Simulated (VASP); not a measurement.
Set up this calculation in VASP 6.6.1, as the native input.

| Quantity | Value |
| --- | --- |
| Task | single point |
| Functional | PBE |
| Potentials or basis | VASP PAW PBE potentials, release 64 (Be, Zn, Se) |
| Cutoff | 520 eV |
| k mesh | 4 × 2 × 4 |
| Occupations | gaussian, width 0.1 eV |
| Spin | no spin polarisation |
| Dipole correction | no |
| Further INCAR settings | ALGO = Normal; EDIFF = 1e-06; NBANDS = 31 |

The structure of Be3ZnSe4 lies in POSCAR:

```
Be3ZnSe4
1.0
    3.7521981900      0.0000000000      0.0000000000
    0.0000000000      7.5043963900      0.0000000000
    0.0000000000      0.0000000000      5.3064095700
Be Zn Se
3 1 4
Direct
    0.0000000000      0.5000000000      0.0000000000
    0.5000000000      0.7500000000      0.5000000000
    0.5000000000      0.2500000000      0.5000000000
    0.0000000000      0.0000000000      0.0000000000
    0.0000000000      0.2500000000      0.2500000000
    0.0000000000      0.7500000000      0.2500000000
    0.5000000000      0.0000000000      0.7500000000
    0.5000000000      0.5000000000      0.7500000000
```

These files were run (other wordings do the same):

INCAR

```
ALGO = Normal
EDIFF = 1E-6
ENCUT = 520
GGA = PE
ISIF = 2
ISMEAR = 0
LASPH = True
LCHARG = False
LREAL = False
LWAVE = False
NBANDS = 31
NELM = 60
PREC = Accurate
SIGMA = 0.1
```

KPOINTS

```
k-points
0
Gamma
  4 2 4
```

Potentials or basis: VASP PAW PBE potentials, release 64 (Be, Zn, Se).

Launch:

```console
$ cat potpaw_PBE.64/Be/POTCAR potpaw_PBE.64/Zn/POTCAR potpaw_PBE.64/Se/POTCAR > POTCAR
$ mpirun -np 1 vasp_std > vasp.out
```

Results of the run:

```yaml
Pressure: 2.3 GPa
Largest_force: 2.285 eV/Å
Band_gap_on_the_k_mesh: 2.63 eV
```

Caveat: forces of over 1 eV/Å act on the atoms, so gaps and moduli don't describe the material at rest.

Run time: 120 s on 1 thread of Intel Xeon 8259CL, with other jobs on the host, peak memory 0.27 GiB.
